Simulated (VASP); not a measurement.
# MgO (Cmcm) in VASP: single point with r2SCAN+rVV10

Aim: the single point of MgO with r2SCAN+rVV10.

Program: VASP 6.6.1. These are calculated values, not measurements. Logs are shortened: lines on timing, memory, paths and dates and some standing lists are left out, and cuts for length are marked.

## 1. The cell of the first run

It takes space group Cmcm (No. 63, orthorhombic). Conventional cell: a = 2.847 Å, b = 10.427 Å, c = 2.895 Å, α = 90.00°, β = 90.00°, γ = 90.00°. Within 2.7 Å of Mg (site symmetry m2m) lie 5 O at 2.03 to 2.15 Å. Within 2.7 Å of O (site symmetry m2m) lie 5 Mg at 2.03 to 2.15 Å.

## 2. Single point, r2SCAN+rVV10

POSCAR reads:

```
MgO
1.0
    1.4236256415     -5.2133871308      0.0000000000
    1.4236256415      5.2133871308      0.0000000000
    0.0000000000      0.0000000000      2.8951280288
Mg O
2 2
Direct
    0.3509936282      0.6490063718      0.7500000000
    0.6490063718      0.3509936282      0.2500000000
    0.8547856986      0.1452143014      0.2500000000
    0.1452143014      0.8547856986      0.7500000000
```

INCAR.step1 reads:

```
SYSTEM = MgO
PREC = Accurate
ENCUT = 520
ISMEAR = -1
SIGMA = 0.03
LREAL = .FALSE.
LASPH = .TRUE.
NELM = 100
NBANDS = 16
GGA = PE
ALGO = Normal
EDIFF = 1E-4
LWAVE = .TRUE.
LCHARG = .FALSE.
```

INCAR.step2 reads:

```
SYSTEM = MgO
PREC = Accurate
ENCUT = 520
EDIFF = 1E-7
ISMEAR = -1
SIGMA = 0.03
LREAL = .FALSE.
LASPH = .TRUE.
NELM = 100
ALGO = Normal
ISIF = 2
LWAVE = .FALSE.
LCHARG = .FALSE.
METAGGA = R2SCAN
LMIXTAU = .TRUE.
LUSE_VDW = .TRUE.
IVDW_NL = 2
BPARAM = 11.95
CPARAM = 0.0093
NBANDS = 16
ISTART = 1
```

KPOINTS reads:

```
Automatic mesh
0
G
  10 10 10
  0 0 0
```

Potentials or basis: VASP PAW PBE potentials, release 64 (Mg, O).

Run with:

```console
cat potpaw_PBE.64/Mg/POTCAR potpaw_PBE.64/O/POTCAR > POTCAR
cp INCAR.step1 INCAR
mpirun -np 1 vasp_std > vasp.out
cp INCAR.step2 INCAR
mpirun -np 1 vasp_std > vasp.out
```

OUTCAR:

```text
SYSTEM = MgO
   PREC = Accurate
   ENCUT = 520
   EDIFF = 1E-7
   ISMEAR = -1
   LREAL = .FALSE.
   LASPH = .TRUE.
   NELM = 100
   ISIF = 2
   METAGGA = R2SCAN
   IVDW_NL = 2
   BPARAM = 11.95
   ISTART = 1

 ion  position               nearest neighbor table
   1  0.351  0.649  0.750-   3 2.03   3 2.03   3 2.03   3 2.03   4 2.15   2 2.93   2 2.93   2 2.93
                             2 2.93   2 3.43   2 3.43
   2  0.649  0.351  0.250-   4 2.03   4 2.03   4 2.03   4 2.03   3 2.15   1 2.93   1 2.93   1 2.93
                             1 2.93   1 3.43   1 3.43
   3  0.855  0.145  0.250-   1 2.03   1 2.03   1 2.03   1 2.03   2 2.15
   4  0.145  0.855  0.750-   2 2.03   2 2.03   2 2.03   2 2.03   1 2.15

  LATTYP: Found a base centered orthorhombic cell.
 ALAT       =     2.8472512830
 B/A-ratio  =     3.6620491924
 C/A-ratio  =     1.0168150757

  Lattice vectors:

 A1 = (   1.4236256415,  -5.2133871308,   0.0000000000)
 A2 = (   1.4236256415,   5.2133871308,   0.0000000000)
 A3 = (   0.0000000000,   0.0000000000,   2.8951280288)

Analysis of symmetry for initial positions (statically):
=====================================================================
 Subroutine PRICEL returns:
 Original cell was already a primitive cell.

 Routine SETGRP: Setting up the symmetry group for a
 base centered orthorhombic supercell.

 Subroutine GETGRP returns: Found  8 space group operations
 (whereof  4 operations were pure point group operations)
 out of a pool of  8 trial point group operations.

The static configuration has the point symmetry C_2h.
 The point group associated with its full space group is D_2h.

Analysis of symmetry for dynamics (positions and initial velocities):
=====================================================================
 Subroutine PRICEL returns:
 Original cell was already a primitive cell.

 Routine SETGRP: Setting up the symmetry group for a
 base centered orthorhombic supercell.

 Subroutine GETGRP returns: Found  8 space group operations
 (whereof  4 operations were pure point group operations)
 out of a pool of  8 trial point group operations.

The dynamic configuration has the point symmetry C_2h.
 The point group associated with its full space group is D_2h.

 Subroutine INISYM returns: Found  8 space group operations
 (whereof  4 operations are pure point group operations),
 and found     1 'primitive' translations

[... 94 lines left out ...]
   LSORBIT =      F    spin-orbit coupling
   LASPH  =      T    aspherical Exc in radial PAW
   ENCUT  =  520.0 eV  38.22 Ry    6.18 a.u.  10.05 10.05  5.38*2*pi/ulx,y,z
   NELM   =    100;   NELMIN=  2; NELMDL=  0     # of ELM steps
   EDIFF  = 0.1E-06   stopping-criterion for ELM
   LREAL  =      F    real-space projection
   EDIFFG = 0.1E-05   stopping-criterion for IOM
   NSW    =      0    number of steps for IOM
   IBRION =     -1    ionic relax: 0-MD 1-quasi-New 2-CG
   NFREE  =      0    steps in history (QN), initial steepest desc. (CG)
   ISIF   =      2    stress and relaxation
   ISYM   =      2    0-nonsym 1-usesym 2-fastsym
   POTIM  = 0.5000    time-step for ionic-motion
   TEBEG  =    0.0;   TEEND  =   0.0 temperature during run
   PSTRESS=    0.0 pullay stress
   NELECT =      16.0000    total number of electrons
   NUPDOWN=      -1.0000    fix difference up-down
   EMIN   =  10.00;   EMAX   =-10.00  energy-range for DOS
   EFERMI =   0.00;   METHOD = LEGACY
   ISMEAR =    -1;   SIGMA  =   0.03  broadening in eV -4-tet -1-fermi 0-gaus
   EFERMI_NEDOS =   21; number of points for ismear=-14 and -15
   IALGO  =     38    algorithm
   IMIX   =      4    mixing-type and parameters
     AMIX     =   0.40;   BMIX     =  1.00
     AMIX_MAG =   1.60;   BMIX_MAG =  1.00
  volume/ion in A,a.u.               =      10.74        72.50
  Fermi-wavevector in a.u.,A,eV,Ry     =   1.177724  2.225576 18.871751  1.387035
  Thomas-Fermi vector in A             =   2.314066
   LORBIT       =      0    0 simple, 1 ext, 2 COOP (PROOUT), +10 PAW based schemes
   METAGGA = R2SCAN    functional components
   LHFCALC =     F    Hartree Fock is set to
   AEXX    =    0.0000 exact exchange contribution
   IVDW_NL    =     2    kernel type
   BPARAM     =11.9500
   IVDW    =     0    specifies the selected vdW correction
   LEPSILON=     F    determine dielectric tensor
   LRPA    =     F    only Hartree local field effects (RPA)
 non-spin polarized calculation
  energy-cutoff  :      520.00
  volume of cell :       42.97
 maximum number of plane-waves:      1181
   NGX = 21   NGY = 21   NGZ = 11

 number of electron      15.9999999 magnetization

 Free energy of the ion-electron system (eV)
  ---------------------------------------------------
  ext. energy  EPLUGINS =         0.00000000
  ---------------------------------------------------
  free energy    TOTEN  =       -30.72916904 eV

  energy without entropy =      -30.72916904  energy(sigma->0) =      -30.72916904

 E-fermi :   2.3893     XC(G=0): -10.7368

 val. band max:        1.7116096603   @ k =   0.1000   0.1000   0.1000
 cond. band min:       5.5685743503   @ k =   0.0000   0.0000   0.0000
 fundamental gap:      3.8569646900
 Fermi energy:         2.3893181020

 k-point     1 :       0.0000    0.0000    0.0000
  band No.  band energies     occupation
      1     -16.1681      2.00000
      2     -15.2276      2.00000
      3      -2.0234      2.00000
      4       0.8163      2.00000
      5       1.0953      2.00000
      6       1.5269      2.00000
[... 433 lines left out ...]
      3      -1.7972      2.00000
      4      -1.2335      2.00000
      5       0.3697      2.00000
      6       0.7122      2.00000
[... 8 lines left out ...]
     15      17.7560      0.00000
     16      20.2277      0.00000

 [... further k-points ...]
[... 5 lines left out ...]
  --------------------------------------------------------------------------------------
  -------------------------------------------------------------------------------------
  Total       -0.2497124     -0.1279212     -0.2422390      0.0000000     -0.0000000      0.0000000
  in kB       -9.3097326     -4.7691344     -9.0311094      0.0000000     -0.0000000      0.0000000
  external PRESSURE =      -7.7033255 kB  Pullay stress =       0.0000000 kB

 VOLUME and BASIS-vectors are now :
 -----------------------------------------------------------------------------
  energy-cutoff  :      520.00
  volume of cell :       42.97
      direct lattice vectors                 reciprocal lattice vectors
     1.423625641 -5.213387131  0.000000000     0.351215927 -0.095906939  0.000000000
     1.423625641  5.213387131  0.000000000     0.351215927  0.095906939  0.000000000
     0.000000000  0.000000000  2.895128029     0.000000000  0.000000000  0.345407868

 POSITION                                       TOTAL-FORCE (eV/Angst)
 -----------------------------------------------------------------------------------
      1.42363      1.55366      2.17135         0.000000      0.028056     -0.000000
      1.42363     -1.55366      0.72378         0.000000     -0.028056     -0.000000
      1.42363     -3.69927      0.72378         0.000000      0.005798      0.000000
      1.42363      3.69927      2.17135         0.000000     -0.005798      0.000000
 -----------------------------------------------------------------------------------
    total drift:                                0.000000      0.000000      0.000000

  FREE ENERGIE OF THE ION-ELECTRON SYSTEM (eV)
  ---------------------------------------------------
  free  energy   TOTEN  =       -30.7291690426 eV

  energy  without entropy=      -30.7291690426  energy(sigma->0) =      -30.72916904
```

OUTCAR.step1:

```text
SYSTEM = MgO
   PREC = Accurate
   ENCUT = 520
   ISMEAR = -1
   LREAL = .FALSE.
   LASPH = .TRUE.
   NELM = 100
[... 688 lines left out ...]
      1.42363     -1.55366      0.72378         0.000000      0.061897      0.000000
      1.42363     -3.69927      0.72378         0.000000     -0.138885     -0.000000
      1.42363      3.69927      2.17135         0.000000      0.138885      0.000000
 -----------------------------------------------------------------------------------
    total drift:                                0.000000      0.000000      0.000000

  FREE ENERGIE OF THE ION-ELECTRON SYSTEM (eV)
  ---------------------------------------------------
  free  energy   TOTEN  =       -22.9292940343 eV

  energy  without entropy=      -22.9292940343  energy(sigma->0) =      -22.92929403
```

OSZICAR.step1:

```text
N       E                     dE             d eps       ncg     rms          rms(c)
DAV:   1     0.595878423591E+02    0.59588E+02   -0.76421E+03  5968   0.895E+02
DAV:   2    -0.233439620154E+02   -0.82932E+02   -0.75993E+02  8048   0.197E+02
DAV:   3    -0.269728351903E+02   -0.36289E+01   -0.36184E+01  7200   0.423E+01
DAV:   4    -0.269881210568E+02   -0.15286E-01   -0.15285E-01  7464   0.317E+00
DAV:   5    -0.269882026978E+02   -0.81641E-04   -0.81641E-04  7224   0.223E-01    0.110E+01
DAV:   6    -0.230667496715E+02    0.39215E+01   -0.98825E+00  7168   0.243E+01    0.347E+00
DAV:   7    -0.229736981633E+02    0.93052E-01   -0.16729E-01  7440   0.329E+00    0.213E+00
DAV:   8    -0.229307678436E+02    0.42930E-01   -0.11428E-01  7840   0.342E+00    0.417E-01
DAV:   9    -0.229289524382E+02    0.18154E-02   -0.14755E-02  7376   0.101E+00    0.188E-01
DAV:  10    -0.229292596119E+02   -0.30717E-03   -0.18315E-03  6832   0.388E-01    0.469E-02
DAV:  11    -0.229292940343E+02   -0.34422E-04   -0.85325E-05  6168   0.730E-02
   1 F= -.22929294E+02 E0= -.22929294E+02  d E =-.143964E-11
```

Wall time 10 min (1 thread of Intel Xeon 8259CL, shared host); peak memory 0.43 GiB.

Results:

| Item | Value |
| --- | --- |
| Free energy | -30.7292 eV |
| Pressure | -0.8 GPa |
| Largest force | 0.028 eV/Å |
| Band gap on the k mesh | 3.86 eV (least direct gap 3.98 eV) |

Forces on the atoms (eV/Å):
```
Mg   0.000  0.028  0.000
Mg   0.000 -0.028  0.000
O    0.000  0.006  0.000
O    0.000 -0.006  0.000
```

Caveat: the PAW data sets were made with another functional, which shifts forces and pressure a little. A k mesh can miss the band edges.
